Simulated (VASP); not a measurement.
Here is a VASP 6.6.1 calculation.

The input POSCAR:

```
NiO
1.0
    2.1330558427      2.1330558427      0.0000000000
   -2.1330558427      2.1330558427      0.0000000000
    0.0000000000      0.0000000000      3.9372811744
Ni O
2 2
Direct
    0.0000000000      0.0000000000      0.0000000000
    0.5000000000      0.5000000000      0.5000000000
    0.5000000000      0.5000000000      0.0000000000
    0.0000000000      0.0000000000      0.5000000000
```

INCAR.step1

```
SYSTEM = NiO
  ALGO = Normal
  EDIFF = 1E-4
  ENCUT = 520
  GGA = PE
  ISMEAR = 0
  ISPIN = 2
  LASPH = .True.
  LCHARG = .False.
  LMAXMIX = 4
  LREAL = .False.
  LWAVE = .True.
  MAGMOM = 1.84 1.84 0.31 0.31
  NBANDS = 28
  NELM = 150
  PREC = Accurate
  SIGMA = 0.02
```

The input INCAR.step2:

```
SYSTEM = NiO
  ALGO = Normal
  EDIFF = 1E-6
  ENCUT = 520
  ISIF = 2
  ISMEAR = 0
  ISPIN = 2
  ISTART = 1
  LASPH = .True.
  LCHARG = .True.
  LELF = .True.
  LMAXMIX = 4
  LMIXTAU = .True.
  LORBIT = 11
  LREAL = .False.
  LVHAR = .True.
  LWAVE = .False.
  MAGMOM = 1.84 1.84 0.31 0.31
  METAGGA = R2SCAN
  NBANDS = 28
  NELM = 150
  PREC = Accurate
  SIGMA = 0.02
```

The input KPOINTS:

```
k-points
0
Gamma
  10 10 8
  0 0 0
```

Potentials or basis: VASP PAW PBE potentials, release 64 (Ni, O).

Launch:

```console
$ cat potpaw_PBE.64/Ni/POTCAR potpaw_PBE.64/O/POTCAR > POTCAR
$ cp INCAR.step1 INCAR
$ mpirun -np 1 vasp_std > vasp.out
$ cp INCAR.step2 INCAR
$ mpirun -np 1 vasp_std > vasp.out
```

(1) Estimate the pressure.

(2) What does it give for the net moment?

(3) Estimate the band gap on the k mesh.

## Answers

(1) 8.7 GPa.

(2) 4.00 μB per cell.

(3) 0.18 eV.

Caveat: the cell differs from its parent crystal (uniaxial strain along c: -6.0 %, then relaxed in part); the PAW data sets were made with another functional, which shifts forces and pressure a little.
